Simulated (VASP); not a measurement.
Input of a VASP 6.6.1 run:

Contents of INCAR:

```
SYSTEM = Re
  PREC = Accurate
  ENCUT = 520
  EDIFF = 1E-6
  ISMEAR = -1
  SIGMA = 0.03
  LREAL = .FALSE.
  LASPH = .TRUE.
  NELM = 80
  ALGO = Normal
  ISIF = 2
  LWAVE = .FALSE.
  LCHARG = .FALSE.
  GGA = PE
  NBANDS = 10
```

The input KPOINTS:

```
Automatic mesh
0
G
  14 14 14
  0 0 0
```

The input POSCAR:

```
Re
1.0
    0.0395000000      1.9947500000      1.9947500000
    1.9947500000      0.0395000000      1.9947500000
    1.9947500000      1.9947500000      0.0395000000
Re
1
Direct
    0.0000000000      0.0000000000      0.0000000000
```

Potentials or basis: VASP PAW PBE potentials, release 64 (Re).

Launch:

```bash
$ cat potpaw_PBE.64/Re/POTCAR > POTCAR
$ mpirun -np 1 vasp_std > vasp.out
```

Q: Predict the pressure.

A: -9.3 GPa.

Q: Estimate the band gap on the k mesh.

A: Zero (an odd number of electrons rules out a gap without spin polarisation).

Stress tensor (GPa, compression positive):
```
-9.32 -3.51 -3.51
-3.51 -9.32 -3.51
-3.51 -3.51 -9.32
```

Caveat: the cell differs from its parent crystal (equal xy, yz and zx shear strains of +2 %); the cell stands under tension; spin-orbit coupling is left out, which moves the levels of the heavy elements.
